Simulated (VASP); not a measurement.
# TiTe (Fm-3m) in VASP: single point with LDA+U

Aim: the single point of TiTe with LDA+U.

Everything below comes from runs of VASP 6.6.1. Logs are shortened: lines on timing, memory, paths and dates and some standing lists are left out, and cuts for length are marked.

## Step 1: The cell of the first run

Symmetry: Fm-3m, No. 225, cubic system. The conventional cell has a = 6.100 Å, b = 6.100 Å, c = 6.100 Å, α = 90.00°, β = 90.00°, γ = 90.00°. Ti (site symmetry m-3m) has 6 Te at 3.05 Å within 4.0 Å. Te (site symmetry m-3m) has 6 Ti at 3.05 Å within 4.0 Å.

## Step 2: Single point, LDA+U, collinear spin, ferromagnetic start

Contents of INCAR:

```
SYSTEM = TiTe
PREC = Accurate ; ENCUT = 520
EDIFF = 1E-7 ; ISMEAR = 0
SIGMA = 0.05 ; LREAL = .False.
LASPH = .True. ; NELM = 150
ALGO = Normal ; ISIF = 2
LWAVE = .False. ; LCHARG = .False.
ISPIN = 2 ; MAGMOM = 2 0
LORBIT = 11 ; LMAXMIX = 4
LDAU = .True. ; LDAUTYPE = 2
LDAUL = 2 -1 ; LDAUU = 1 0
LDAUJ = 0 0 ; LDAUPRINT = 1
NBANDS = 20
```

Contents of KPOINTS:

```
Automatic mesh
0
Gamma
  5 5 5
  0 0 0
```

Contents of POSCAR:

```
TiTe
1.0
    0.0000000000      3.0500668100      3.0500668100
    3.0500668100      0.0000000000      3.0500668100
    3.0500668100      3.0500668100      0.0000000000
Ti Te
1 1
Direct
    0.5000000000      0.5000000000      0.5000000000
    0.0000000000      0.0000000000      0.0000000000
```

Potentials or basis: VASP PAW LDA potentials, release 64 (Ti_sv, Te).

On the command line:

```sh
cat potpaw_LDA.64/Ti_sv/POTCAR potpaw_LDA.64/Te/POTCAR > POTCAR
mpirun -np 1 vasp_std > vasp.out
```

OUTCAR:

```text
SYSTEM = TiTe
   PREC = Accurate
   ENCUT = 520
   EDIFF = 1E-7
   ISMEAR = 0
   LREAL = .False.
   LASPH = .True.
   NELM = 150
   ISIF = 2
   ISPIN = 2
   LORBIT = 11

 ion  position               nearest neighbor table
   1  0.500  0.500  0.500-   2 3.05   2 3.05   2 3.05   2 3.05   2 3.05   2 3.05
   2  0.000  0.000  0.000-   1 3.05   1 3.05   1 3.05   1 3.05   1 3.05   1 3.05

  LATTYP: Found a face centered cubic cell.
 ALAT       =     6.1001336200

  Lattice vectors:

 A1 = (   0.0000000000,   3.0500668100,   3.0500668100)
 A2 = (   3.0500668100,   0.0000000000,   3.0500668100)
 A3 = (   3.0500668100,   3.0500668100,   0.0000000000)

Analysis of symmetry for initial positions (statically):
=====================================================================
 Subroutine PRICEL returns:
 Original cell was already a primitive cell.

 Routine SETGRP: Setting up the symmetry group for a
 face centered cubic supercell.

 Subroutine GETGRP returns: Found 48 space group operations
 (whereof 48 operations were pure point group operations)
 out of a pool of 48 trial point group operations.

The static configuration has the point symmetry O_h .

Analysis of symmetry for dynamics (positions and initial velocities):
=====================================================================
 Subroutine PRICEL returns:
 Original cell was already a primitive cell.

 Routine SETGRP: Setting up the symmetry group for a
 face centered cubic supercell.

 Subroutine GETGRP returns: Found 48 space group operations
 (whereof 48 operations were pure point group operations)
 out of a pool of 48 trial point group operations.

The dynamic configuration has the point symmetry O_h .

Analysis of structural, dynamic, and magnetic symmetry:
=====================================================================
 Subroutine PRICEL returns:
 Original cell was already a primitive cell.

 Routine SETGRP: Setting up the symmetry group for a
 face centered cubic supercell.

 Subroutine GETGRP returns: Found 48 space group operations
 (whereof 48 operations were pure point group operations)
 out of a pool of 48 trial point group operations.

The overall configuration has the point symmetry O_h .

 Subroutine INISYM returns: Found 48 space group operations
 (whereof 48 operations are pure point group operations),
 and found     1 'primitive' translations

----------------------------------------------------------------------------------------

                                     Primitive cell

  volume of cell :      56.7490

  direct lattice vectors                    reciprocal lattice vectors
     0.000000000  3.050066810  3.050066810    -0.163930835  0.163930835  0.163930835
     3.050066810  0.000000000  3.050066810     0.163930835 -0.163930835  0.163930835
     3.050066810  3.050066810  0.000000000     0.163930835  0.163930835 -0.163930835

  length of vectors
     4.313445849  4.313445849  4.313445849     0.283936536  0.283936536  0.283936536

  position of ions in fractional coordinates (direct lattice)
     0.500000000  0.500000000  0.500000000
     0.000000000  0.000000000  0.000000000

  ion indices of the primitive-cell ions
   primitive index   ion index
                 1           1
                 2           2

----------------------------------------------------------------------------------------

 KPOINTS: Automatic mesh

Automatic generation of k-mesh.
 Grid dimensions read from file:
 generate k-points for:    5    5    5

 Generating k-lattice:

[... 53 lines left out ...]
   ISYM   =      2    0-nonsym 1-usesym 2-fastsym
   POTIM  = 0.5000    time-step for ionic-motion
   TEBEG  =    0.0;   TEEND  =   0.0 temperature during run
   PSTRESS=    0.0 pullay stress
   NELECT =      18.0000    total number of electrons
   NUPDOWN=      -1.0000    fix difference up-down
   EMIN   =  10.00;   EMAX   =-10.00  energy-range for DOS
   EFERMI =   0.00;   METHOD = LEGACY
   ISMEAR =     0;   SIGMA  =   0.05  broadening in eV -4-tet -1-fermi 0-gaus
   EFERMI_NEDOS =   21; number of points for ismear=-14 and -15
   IALGO  =     38    algorithm
   IMIX   =      4    mixing-type and parameters
     AMIX     =   0.40;   BMIX     =  1.00
     AMIX_MAG =   1.60;   BMIX_MAG =  1.00
  volume/ion in A,a.u.               =      28.37       191.48
  Fermi-wavevector in a.u.,A,eV,Ry     =   1.116468  2.109819 16.959676  1.246501
  Thomas-Fermi vector in A             =   2.253082
   LORBIT       =     11    0 simple, 1 ext, 2 COOP (PROOUT), +10 PAW based schemes
 LDA+U is selected, type is set to LDAUTYPE =  2
   angular momentum for each species LDAUL =     2   -1
   U (eV)           for each species LDAUU =   1.0  0.0
   J (eV)           for each species LDAUJ =   0.0  0.0
   GGA     = CA    functional components
   LHFCALC =     F    Hartree Fock is set to
   AEXX    =    0.0000 exact exchange contribution
   IVDW    =     0    specifies the selected vdW correction
   LEPSILON=     F    determine dielectric tensor
   LRPA    =     F    only Hartree local field effects (RPA)
 spin polarized calculation
 Gauss-broadening in eV      SIGMA  =   0.05
  energy-cutoff  :      520.00
  volume of cell :       56.75
 maximum number of plane-waves:      1538
   NGX = 17   NGY = 17   NGZ = 17

atom =   1  type =  1  l = 2

 onsite density matrix

spin component  1

  0.4626 -0.0000  0.0000  0.0000  0.0000
 -0.0000  0.4626  0.0000  0.0000 -0.0000
  0.0000  0.0000  0.1766  0.0000  0.0000
  0.0000  0.0000  0.0000  0.4626  0.0000
  0.0000 -0.0000  0.0000  0.0000  0.1766

spin component  2

  0.0217 -0.0000 -0.0000  0.0000 -0.0000
 -0.0000  0.0217 -0.0000  0.0000 -0.0000
 -0.0000 -0.0000  0.0797 -0.0000  0.0000
  0.0000  0.0000 -0.0000  0.0217  0.0000
 -0.0000 -0.0000  0.0000  0.0000  0.0797

 occupancies and eigenvectors

  o =  0.0217  v =  0.0000  0.0000  0.0000  0.0000  0.0000  0.0000 -0.9983 -0.0000 -0.0589 -0.0000      0.0000  0.0000  0.0000  0.0000  0.0000  0.0000  0.0000  0.0000  0.0000  0.0000
  o =  0.0217  v =  0.0000  0.0000  0.0000  0.0000  0.0000  1.0000  0.0000  0.0000  0.0000  0.0000      0.0000  0.0000  0.0000  0.0000  0.0000  0.0000  0.0000  0.0000  0.0000  0.0000
  o =  0.0217  v =  0.0000  0.0000  0.0000  0.0000  0.0000  0.0000 -0.0589 -0.0000  0.9983  0.0000      0.0000  0.0000  0.0000  0.0000  0.0000  0.0000  0.0000  0.0000  0.0000  0.0000
  o =  0.0797  v =  0.0000  0.0000  0.0000  0.0000  0.0000  0.0000 -0.0000  0.6703  0.0000 -0.7421      0.0000  0.0000  0.0000  0.0000  0.0000  0.0000  0.0000  0.0000  0.0000  0.0000
  o =  0.0797  v =  0.0000  0.0000  0.0000  0.0000  0.0000  0.0000 -0.0000  0.7421 -0.0000  0.6703      0.0000  0.0000  0.0000  0.0000  0.0000  0.0000  0.0000  0.0000  0.0000  0.0000
  o =  0.1766  v =  0.0000 -0.0000 -0.9448  0.0000 -0.3277  0.0000  0.0000  0.0000  0.0000  0.0000      0.0000  0.0000  0.0000  0.0000  0.0000  0.0000  0.0000  0.0000  0.0000  0.0000
  o =  0.1766  v =  0.0000  0.0000  0.3277  0.0000 -0.9448  0.0000  0.0000  0.0000  0.0000  0.0000      0.0000  0.0000  0.0000  0.0000  0.0000  0.0000  0.0000  0.0000  0.0000  0.0000
  o =  0.4626  v =  0.0000  0.2484 -0.0000  0.9687  0.0000  0.0000  0.0000  0.0000  0.0000  0.0000      0.0000  0.0000  0.0000  0.0000  0.0000  0.0000  0.0000  0.0000  0.0000  0.0000
  o =  0.4626  v =  1.0000  0.0000  0.0000  0.0000  0.0000  0.0000  0.0000  0.0000  0.0000  0.0000      0.0000  0.0000  0.0000  0.0000  0.0000  0.0000  0.0000  0.0000  0.0000  0.0000
  o =  0.4626  v =  0.0000  0.9687 -0.0000 -0.2484 -0.0000  0.0000  0.0000  0.0000  0.0000  0.0000      0.0000  0.0000  0.0000  0.0000  0.0000  0.0000  0.0000  0.0000  0.0000  0.0000

 number of electron      17.9999995 magnetization       1.9038054

 Free energy of the ion-electron system (eV)
  ---------------------------------------------------
  ext. energy  EPLUGINS =         0.00000000
  ---------------------------------------------------
  free energy    TOTEN  =       -11.72170506 eV

  energy without entropy =      -11.71485842  energy(sigma->0) =      -11.71828174

 E-fermi :   6.4392     XC(G=0):  -9.7466

 val. band max:        6.4329650654   @ k =   0.4000   0.2000   0.0000
 cond. band min:       6.4626164802   @ k =   0.4000   0.4000   0.0000
 fundamental gap:      0.0296514149
 Fermi energy:         6.4391984665

 spin component 1

 k-point     1 :       0.0000    0.0000    0.0000
  band No.  band energies     occupation
      1     -51.0886      1.00000
      2     -27.7405      1.00000
      3     -27.7405      1.00000
      4     -27.7405      1.00000
      5      -6.0748      1.00000
      6       5.0327      1.00000
[... 206 lines left out ...]
      6       1.6780      1.00000
[... 12 lines left out ...]
     19      16.6104      0.00000
     20      18.7343      0.00000
 Fermi energy:         6.4391984665

 spin component 2

 k-point     1 :       0.0000    0.0000    0.0000
  band No.  band energies     occupation
      1     -49.7046      1.00000
      2     -26.3765      1.00000
      3     -26.3765      1.00000
      4     -26.3765      1.00000
      5      -6.0022      1.00000
      6       5.0913      1.00000
[... 219 lines left out ...]
     19      17.0539      0.00000
     20      19.1431      0.00000

------------------------ aborting loop because EDIFF is reached ----------------------------------------

  FORCE on cell =-STRESS in cart. coord.  units (eV):
  Direction    XX          YY          ZZ          XY          YZ          ZX
  --------------------------------------------------------------------------------------
  -------------------------------------------------------------------------------------
  Total       -3.8818892     -3.8818892     -3.8818892      0.0000000      0.0000000      0.0000000
  in kB     -109.5962420   -109.5962420   -109.5962420      0.0000000      0.0000000      0.0000000
  external PRESSURE =    -109.5962420 kB  Pullay stress =       0.0000000 kB

 VOLUME and BASIS-vectors are now :
 -----------------------------------------------------------------------------
  energy-cutoff  :      520.00
  volume of cell :       56.75
      direct lattice vectors                 reciprocal lattice vectors
     0.000000000  3.050066810  3.050066810    -0.163930835  0.163930835  0.163930835
     3.050066810  0.000000000  3.050066810     0.163930835 -0.163930835  0.163930835
     3.050066810  3.050066810  0.000000000     0.163930835  0.163930835 -0.163930835

 POSITION                                       TOTAL-FORCE (eV/Angst)
 -----------------------------------------------------------------------------------
      3.05007      3.05007      3.05007        -0.000000      0.000000      0.000000
      0.00000      0.00000      0.00000         0.000000     -0.000000     -0.000000
 -----------------------------------------------------------------------------------
    total drift:                                0.000000     -0.000000      0.000000

  FREE ENERGIE OF THE ION-ELECTRON SYSTEM (eV)
  ---------------------------------------------------
  free  energy   TOTEN  =       -11.7217050631 eV

  energy  without entropy=      -11.7148584214  energy(sigma->0) =      -11.71828174

 total charge

# of ion       s       p       d       tot
------------------------------------------
    1        2.114   6.014   1.949  10.077
    2        1.345   2.053   0.027   3.425
--------------------------------------------------
tot          3.459   8.067   1.976  13.502

 magnetization (x)

# of ion       s       p       d       tot
------------------------------------------
    1        0.019   0.005   1.507   1.532
    2       -0.005  -0.067   0.016  -0.056
--------------------------------------------------
tot          0.015  -0.062   1.523   1.476
```

It took 8.3 s on 1 thread of Intel Xeon 6975P-C (Granite Rapids), shared host; peak memory 0.17 GiB.

Results:

```yaml
Free_energy: -11.7217 eV
Pressure: -11.0 GPa
Net_moment: 1.90 μB per cell
Site_moments: Ti +1.53; Te -0.06 μB
Valence_electrons_inside_the_program's_atomic_spheres: Ti 10.08; Te 3.42
```

Levels at points of the mesh, in eV from the Fermi level:
Spin up:
```tsv
k point	band 8	band 9	band 10	band 11	band 12	band 13
(0.00, 0.00, 0.00)	-1.41	-0.77	-0.77	-0.77	-0.29	-0.29
```
Spin down:
| k point | band 5 | band 6 | band 7 | band 8 | band 9 | band 10 | band 11 | band 12 |
| --- | --- | --- | --- | --- | --- | --- | --- | --- |
| (0.00, 0.00, 0.00) | -12.44 | -1.35 | -1.35 | -1.35 | 0.67 | 0.67 | 0.67 | 0.67 |

Eigenvalues of the final occupation matrices:
```
    site  spin  trace               eigenvalues
site 1 d     1   1.74  0.18 0.18 0.46 0.46 0.46
site 1 d     2   0.22  0.02 0.02 0.02 0.08 0.08
```

Caveat: spin-orbit coupling is left out, which moves the levels of the heavy elements; the U is typed as a test and isn't derived for this compound. The state reached can hang on the start; a lower one may exist.
